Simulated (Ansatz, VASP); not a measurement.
CrPtC4N4: VASP beside Ansatz

```xyz
10
Lattice="5.7649 0.0000 0.0000 0.0000 5.7649 0.0000 0.0000 0.0000 5.7649" Properties=species:S:1:pos:R:3 pbc="T T T"
Cr    2.8825    2.8825    2.8825
Pt    0.0000    0.0000    0.0000
C     1.1318    1.1318    1.1318
C     1.1318    4.6331    4.6331
C     4.6331    1.1318    4.6331
C     4.6331    4.6331    1.1318
N     1.8223    1.8223    1.8223
N     1.8223    3.9427    3.9427
N     3.9427    1.8223    3.9427
N     3.9427    3.9427    1.8223
```

Alike in both runs: functional PBE; k mesh 4 × 4 × 4; occupations gaussian, width 0.1 eV; collinear spin.

Ansatz relaxed the structure, and its values are those at the end. VASP's run is a single point on that final structure, the one shown.

|  | VASP | Ansatz |
| --- | --- | --- |
| version | VASP 6.6.1 | Ansatz 0.2.0 |
| potentials or method | VASP PAW PBE potentials, release 64 (Cr_pv, Pt, C, N), cutoff 520 eV | scalar-relativistic, plane waves, PAW |
| valence electrons in the cell | 58 | 68 |

|  | VASP | Ansatz | Ansatz less VASP |
| --- | --- | --- | --- |
| gap on the k mesh at the Fermi level (eV) | 0.28 | 0.28 | +0.007 |
| least direct gap on the mesh (eV) | 0.40 | 0.40 | 0.000 |
| pressure (GPa) | 0.1 | -0.1 | -0.25 |
| rms of the force components (eV/Å) | 0.134 | 0.019 | -0.1157 |
| net moment per atom (μB) | 0.20 | 0.20 | 0.000 |
| size of the moment on the site where the two differ most (μB) | 1.75 | 1.42 | -0.332 |

Site moments also hang on the region over which each program counts them. One of these differences is far larger than is usual between the two programs; its cause wasn't traced. With one functional, cell and mesh, what is left measures potentials, basis and numerics. VASP's potentials hold 58 valence electrons a cell and Ansatz's 68, so a difference there can come from the potentials and not from the codes.

Spin-orbit coupling is off throughout. Noted on VASP's run: the standard files for N, O and F lose accuracy on very short bonds.
